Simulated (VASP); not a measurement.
# SnTe (I4/mmm) in VASP: further runs, part 2 of 2

VASP 6.6.1.

## 6. Single point, PBE (strain -0.080 along x and y, +0.080 along z)

The input, INCAR:

```
PREC = Accurate ; ENCUT = 520
EDIFF = 1E-6 ; ISMEAR = 0
SIGMA = 0.03 ; LREAL = F
LASPH = T ; NELM = 100
ALGO = Normal ; ISIF = 2
LWAVE = F ; LCHARG = F
GGA = PE ; NBANDS = 17
```

The input, KPOINTS:

```
Automatic mesh
0
Gamma
  10 10 10
```

The input, POSCAR:

```
SnTe
1.0
    0.0000000000      2.9039800000      3.4090200000
    2.9039800000      0.0000000000      3.4090200000
    2.9039800000      2.9039800000      0.0000000000
Sn Te
1 1
Direct
    0.0000000000      0.0000000000      0.0000000000
    0.5000000000      0.5000000000      0.5000000000
```

Potentials or basis: VASP PAW PBE potentials, release 64 (Sn_d, Te).

Run with:

```console
cat potpaw_PBE.64/Sn_d/POTCAR potpaw_PBE.64/Te/POTCAR > POTCAR
mpirun -np 1 vasp_std > vasp.out
```

OUTCAR:

```text
PREC = Accurate
   ENCUT = 520
   EDIFF = 1E-6
   ISMEAR = 0
   LREAL = F
   LASPH = T
   NELM = 100
   ISIF = 2
   GGA = PE

 ion  position               nearest neighbor table
   1  0.000  0.000  0.000-   2 2.90   2 2.90   2 2.90   2 2.90   2 3.41   2 3.41
   2  0.500  0.500  0.500-   1 2.90   1 2.90   1 2.90   1 2.90   1 3.41   1 3.41

  LATTYP: Found a body centered tetragonal cell.
 ALAT       =     4.1068479009
 C/A-ratio  =     1.6601637471

  Lattice vectors:

 A1 = (  -2.9039800000,   0.0000000000,   3.4090200000)
 A2 = (   2.9039800000,   0.0000000000,   3.4090200000)
 A3 = (   0.0000000000,   2.9039800000,  -3.4090200000)

Analysis of symmetry for initial positions (statically):
=====================================================================
 Subroutine PRICEL returns:
 Original cell was already a primitive cell.

 Routine SETGRP: Setting up the symmetry group for a
 body centered tetragonal supercell.

 Subroutine GETGRP returns: Found 16 space group operations
 (whereof 16 operations were pure point group operations)
 out of a pool of 16 trial point group operations.
[... 157 lines left out ...]
  ---------------------------------------------------
  ext. energy  EPLUGINS =         0.00000000
  ---------------------------------------------------
  free energy    TOTEN  =        -6.93380977 eV

  energy without entropy =       -6.93339810  energy(sigma->0) =       -6.93360393

 E-fermi :   7.9178     XC(G=0):  -9.8453

 val. band max:        7.8919869490   @ k =   0.3000  -0.0000   0.1000
 cond. band min:       7.9263610557   @ k =   0.5000  -0.0000   0.1000
 fundamental gap:      0.0343741067
 Fermi energy:         7.9178341866

 k-point     1 :       0.0000    0.0000    0.0000
  band No.  band energies     occupation
      1     -13.9322      2.00000
      2     -13.8992      2.00000
      3     -13.8977      2.00000
      4     -13.8976      2.00000
      5     -13.8850      2.00000
      6      -5.5701      2.00000
[... 457 lines left out ...]
      4     -13.8899      2.00000
      5     -13.8858      2.00000
      6      -4.6468      2.00000
[... 9 lines left out ...]
     16      16.9389      0.00000
     17      17.9636      0.00000

 [... further k-points ...]
[... 5 lines left out ...]
  --------------------------------------------------------------------------------------
  -------------------------------------------------------------------------------------
  Total        6.3944842      6.3944842     -1.3121059      0.0000000      0.0000000     -0.0000000
  in kB      178.1842503    178.1842503    -36.5622300      0.0000000      0.0000000     -0.0000000
  external PRESSURE =     106.6020902 kB  Pullay stress =       0.0000000 kB

 VOLUME and BASIS-vectors are now :
 -----------------------------------------------------------------------------
  energy-cutoff  :      520.00
  volume of cell :       57.50
      direct lattice vectors                 reciprocal lattice vectors
     0.000000000  2.903980000  3.409020000    -0.172177494  0.172177494  0.146669717
     2.903980000  0.000000000  3.409020000     0.172177494 -0.172177494  0.146669717
     2.903980000  2.903980000  0.000000000     0.172177494  0.172177494 -0.146669717

 POSITION                                       TOTAL-FORCE (eV/Angst)
 -----------------------------------------------------------------------------------
      0.00000      0.00000      0.00000        -0.000000      0.000000      0.000000
      2.90398      2.90398      3.40902         0.000000     -0.000000     -0.000000
 -----------------------------------------------------------------------------------
    total drift:                               -0.000000      0.000000      0.000000

  FREE ENERGIE OF THE ION-ELECTRON SYSTEM (eV)
  ---------------------------------------------------
  free  energy   TOTEN  =        -6.9338097700 eV

  energy  without entropy=       -6.9333980988  energy(sigma->0) =       -6.93360393
```

OSZICAR:

```text
N       E                     dE             d eps       ncg     rms          rms(c)
DAV:   1     0.128739977916E+03    0.12874E+03   -0.96098E+03  3511   0.140E+03
DAV:   2     0.438137427275E+01   -0.12436E+03   -0.12112E+03  3724   0.340E+02
DAV:   3    -0.665788012695E+01   -0.11039E+02   -0.10932E+02  4346   0.892E+01
DAV:   4    -0.696841724137E+01   -0.31054E+00   -0.31024E+00  4102   0.156E+01
DAV:   5    -0.698027779529E+01   -0.11861E-01   -0.11860E-01  4958   0.293E+00    0.683E+00
DAV:   6    -0.693707125107E+01    0.43207E-01   -0.77481E-02  4589   0.198E+00    0.419E+00
DAV:   7    -0.693443654548E+01    0.26347E-02   -0.55249E-02  4182   0.143E+00    0.495E-01
DAV:   8    -0.693366468737E+01    0.77186E-03   -0.94139E-03  4434   0.748E-01    0.216E-01
DAV:   9    -0.693379102821E+01   -0.12634E-03   -0.51998E-04  4489   0.194E-01    0.332E-02
DAV:  10    -0.693380541635E+01   -0.14388E-04   -0.53737E-05  4193   0.530E-02    0.168E-02
DAV:  11    -0.693381032871E+01   -0.49124E-05   -0.22148E-05  4199   0.395E-02    0.199E-02
DAV:  12    -0.693380976996E+01    0.55875E-06   -0.29683E-06  3551   0.156E-02
   1 F= -.69338098E+01 E0= -.69336039E+01  d E =-.411671E-03
```

stdout:

```text
POSCAR found type information on POSCAR SnTe
 POSCAR found :  2 types and       2 ions
 scaLAPACK will be used
 LDA part: xc-table for (Slater+PW92), standard interpolation
 POSCAR, INCAR and KPOINTS ok, starting setup
 FFT: planning ... GRIDC
 FFT: planning ... GRID_SOFT
 FFT: planning ... GRID
 WAVECAR not read
 entering main loop
```

Wall time 2 min (1 thread of AMD EPYC 7R43 (Zen 3), shared host); peak memory 0.22 GiB.

Results:

| Item | Value |
| --- | --- |
| Free energy | -6.9338 eV |
| Pressure | 10.7 GPa |
| Band gap on the k mesh | zero (band 10 reaches 8.58 eV, above the bottom of band 11 at 7.70 eV) |

Caveat: the cell differs from its parent crystal (strain -0.080 along x and y, +0.080 along z); spin-orbit coupling is left out, which moves the levels of the heavy elements.

## 7. Summary

| cell | gap on the mesh (eV) | pressure (GPa) |
| --- | --- | --- |
| a = 4.646, b = 4.646, c = 4.821 Å, angles 58.7, 58.7, 62.5°, 2 atoms | 0.13 | -2.9 |
| a = 4.289, b = 4.289, c = 4.107 Å, angles 61.4, 61.4, 57.2°, 2 atoms | none | 14.7 |
| a = 4.197, b = 4.197, c = 4.285 Å, angles 59.3, 59.3, 61.4°, 2 atoms | none | 13.8 |
| a = 4.383, b = 4.383, c = 4.107 Å, angles 62.1, 62.1, 55.9°, 2 atoms | none | 12.3 |
| a = 4.478, b = 4.478, c = 4.107 Å, angles 62.7, 62.7, 54.6°, 2 atoms | none | 10.7 |

Alike in all rows: task single point; level PBE; potentials or basis VASP PAW PBE potentials, release 64 (Sn_d, Te); no spin polarisation; k mesh 10 × 10 × 10; cutoff (eV) 520; smearing gaussian 0.03 eV.

Caveats: spin-orbit coupling is left out, which moves the levels of the heavy elements.

Absolute energies hang on the potentials; compare differences alone.
